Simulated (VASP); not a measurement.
A run of VASP 6.6.1 is set up as follows.

INCAR

```
PREC     = Accurate       # precision mode
ENCUT    = 600            # plane-wave cutoff, eV
EDIFF    = 1E-6           # SCF threshold, eV
ISMEAR   = -1             # smearing method
SIGMA    = 0.08           # smearing width, eV
LREAL    = False          # projectors in reciprocal space
LASPH    = True           # aspherical terms in the spheres
NELM     = 60             # most SCF steps
ALGO     = Normal         # electronic algorithm
ISIF     = 4              # what is computed and relaxed
LWAVE    = False          # write WAVECAR
LCHARG   = False          # write CHGCAR
GGA      = PS             # functional
IBRION   = 2              # ionic algorithm
NSW      = 50             # ionic steps
EDIFFG   = -0.005         # ionic threshold
```

KPOINTS

```
Automatic mesh
0
Gamma
  11 11 6
```

Contents of POSCAR:

```
Ca
1.0
    3.6913806487      0.0000000000      0.0000000000
   -1.8456903244      3.1968294168      0.0000000000
    0.0000000000      0.0000000000      6.0841680740
Ca
2
Direct
    0.3333333333      0.6666666667      0.2500000000
    0.6666666667      0.3333333333      0.7500000000
```

Potentials or basis: VASP PAW PBE potentials, release 64 (Ca_sv).

Launch:

```console
$ cat potpaw_PBE.64/Ca_sv/POTCAR > POTCAR
$ mpirun -np 1 vasp_std > vasp.out
```

**Question.** Estimate the band gap on the k mesh.

**Answer.** Zero (bands 10 and 11 overlap by 0.26 eV).

Final structure:
```
CELL_PARAMETERS angstrom
3.68460 0.00000 0.00000
-1.84230 3.19096 0.00000
0.00000 0.00000 6.10657
ATOMIC_POSITIONS crystal
Ca 0.33333 0.66667 0.25000
Ca 0.66667 0.33333 0.75000
```
